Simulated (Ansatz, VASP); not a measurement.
## MgI2: VASP beside Ansatz

The input POSCAR:

```
MgI2
1.0
    4.1572130815      0.0000000000      0.0000000000
   -2.0786065407      3.6002521375      0.0000000000
    0.0000000000      0.0000000000      6.8733251562
Mg I
1 2
Direct
    0.0000000000      0.0000000000      0.0000000000
    0.3333333333      0.6666666667      0.2426220995
    0.6666666667      0.3333333333      0.7573779005
```

Contents of INCAR.step1:

```
SYSTEM = MgI2
PREC     = Accurate       ! precision mode
ENCUT    = 520            ! plane-wave cutoff, eV
ISMEAR   = 0              ! smearing method
SIGMA    = 0.01           ! smearing width, eV
LREAL    = .False.        ! projectors in reciprocal space
LASPH    = .True.         ! aspherical terms in the spheres
NELM     = 80             ! most SCF steps
NBANDS   = 15             ! bands
GGA      = PE             ! functional
ALGO     = Normal         ! electronic algorithm
EDIFF    = 1E-4           ! SCF threshold, eV
LWAVE    = .True.         ! write WAVECAR
LCHARG   = .False.        ! write CHGCAR
```

File INCAR.step2:

```
SYSTEM = MgI2
PREC     = Accurate       ! precision mode
ENCUT    = 520            ! plane-wave cutoff, eV
EDIFF    = 1E-7           ! SCF threshold, eV
ISMEAR   = 0              ! smearing method
SIGMA    = 0.01           ! smearing width, eV
LREAL    = .False.        ! projectors in reciprocal space
LASPH    = .True.         ! aspherical terms in the spheres
NELM     = 80             ! most SCF steps
ALGO     = Normal         ! electronic algorithm
ISIF     = 2              ! what is computed and relaxed
LWAVE    = .False.        ! write WAVECAR
LCHARG   = .True.         ! write CHGCAR
METAGGA  = R2SCAN         ! meta-GGA
LMIXTAU  = .True.       
LELF     = .True.         ! ELF
LVHAR    = .True.       
NBANDS   = 15             ! bands
ISTART   = 1
```

KPOINTS

```
regular mesh
0
Gamma
  6 6 4
  0 0 0
```

Input for Ansatz:

```yaml
crystal:
  lattice:
    - [4.1572130815, 0.0, 0.0]
    - [-2.0786065407, 3.6002521375, 0.0]
    - [0.0, 0.0, 6.8733251562]
  atoms:
    - { symbol: Mg, position: [0.0, 0.0, 0.0] }
    - { symbol: I, position: [0.3333333333, 0.6666666667, 0.2426220995] }
    - { symbol: I, position: [0.6666666667, 0.3333333333, 0.7573779005] }
kpoints:
  mp_grid: { grid: [6, 6, 4] }
hamiltonian:
  xc: r2scan
scf:
  occupations: { method: fixed }
output:
  optics: { e_range: [0, 17], de: 0.05, sigma: 0.1, bands: auto }
  write_density: true
  write_potential: true
  elf: true
  volumetric_format: npy
```

Alike in both runs: task single point; functional r2SCAN; k mesh 6 × 6 × 4; no spin polarisation.

|  | VASP | Ansatz |
| --- | --- | --- |
| version | VASP 6.6.1 | Ansatz 0.2.0 |
| potentials or method | VASP PAW PBE potentials, release 64 (Mg, I) | plane waves, PAW |
| plane-wave cutoff (eV) | 520 | 500 |
| occupations | gaussian, width 0.01 eV | fixed |
| valence electrons in the cell | 16 | 44 |

|  | VASP | Ansatz | Ansatz less VASP |
| --- | --- | --- | --- |
| gap on the k mesh at the Fermi level (eV) | 4.10 | 4.13 | +0.033 |

VASP's potentials were made for PBE, not for r2SCAN. VASP's potentials hold 16 valence electrons a cell and Ansatz's 44, so a difference there can come from the potentials and not from the codes.

Spin-orbit coupling is off throughout.
